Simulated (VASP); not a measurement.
Write the native input for VASP 6.6.1 that does the following.

* Task: single point
* Functional: r2SCAN
* Potentials or basis: VASP PAW PBE potentials, release 64 (Be, Te)
* Cutoff: 520 eV
* k mesh: 8 × 8 × 8
* Occupations: gaussian, width 0.01 eV
* Spin: no spin polarisation
* Dipole correction: no
* Further INCAR settings: ALGO = Normal; EDIFF = 1e-06; NBANDS = 11

Crystal: BeTe.

```
Be Te
1.0
     0.00000    2.82862    2.82862
     2.85691    0.00000    2.82862
     2.85691    2.82862    0.00000
Be Te
1 1
Direct
  0.00000 0.00000 0.00000
  0.25000 0.25000 0.25000
```

This cell differs from its parent crystal: uniaxial x strain +1.0%.

One way to write it, as run:

POSCAR

```
BeTe
1.0
    0.0000000000      2.8286236274      2.8286236274
    2.8569098637      0.0000000000      2.8286236274
    2.8569098637      2.8286236274      0.0000000000
Be Te
1 1
Direct
    0.0000000000      0.0000000000      0.0000000000
    0.2500000000      0.2500000000      0.2500000000
```

INCAR.step1

```
SYSTEM = BeTe
PREC = Accurate ; ENCUT = 520
ISMEAR = 0 ; SIGMA = 0.01
LREAL = .False. ; LASPH = .True.
NELM = 100 ; NBANDS = 11
GGA = PE ; ALGO = Normal
EDIFF = 1E-4 ; LWAVE = .True.
LCHARG = .False.
```

INCAR.step2

```
SYSTEM = BeTe
PREC = Accurate ; ENCUT = 520
EDIFF = 1E-6 ; ISMEAR = 0
SIGMA = 0.01 ; LREAL = .False.
LASPH = .True. ; NELM = 100
ALGO = Normal ; ISIF = 2
LWAVE = .False. ; LCHARG = .False.
METAGGA = R2SCAN ; LMIXTAU = .True.
NBANDS = 11 ; ISTART = 1
```

KPOINTS

```
Automatic mesh
0
Gamma
  8 8 8
  0 0 0
```

Potentials or basis: VASP PAW PBE potentials, release 64 (Be, Te).

Run with:

```bash
$ cat potpaw_PBE.64/Be/POTCAR potpaw_PBE.64/Te/POTCAR > POTCAR
$ cp INCAR.step1 INCAR
$ mpirun -np 1 vasp_std > vasp.out
$ cp INCAR.step2 INCAR
$ mpirun -np 1 vasp_std > vasp.out
```

It gave:

```json
{
  "Pressure": "-0.4 GPa",
  "Band gap on the k mesh": "2.35 eV (least direct gap 4.02 eV)"
}
```

Caveat: the cell differs from its parent crystal (uniaxial x strain +1.0%); the PAW data sets were made with another functional, which shifts forces and pressure a little; spin-orbit coupling is left out, which moves the levels of the heavy elements.

Wall time 69 s on 1 thread of Intel(R) Xeon(R) Platinum 8488C (Sapphire Rapids), with other jobs on the host, peak memory 0.18 GiB.
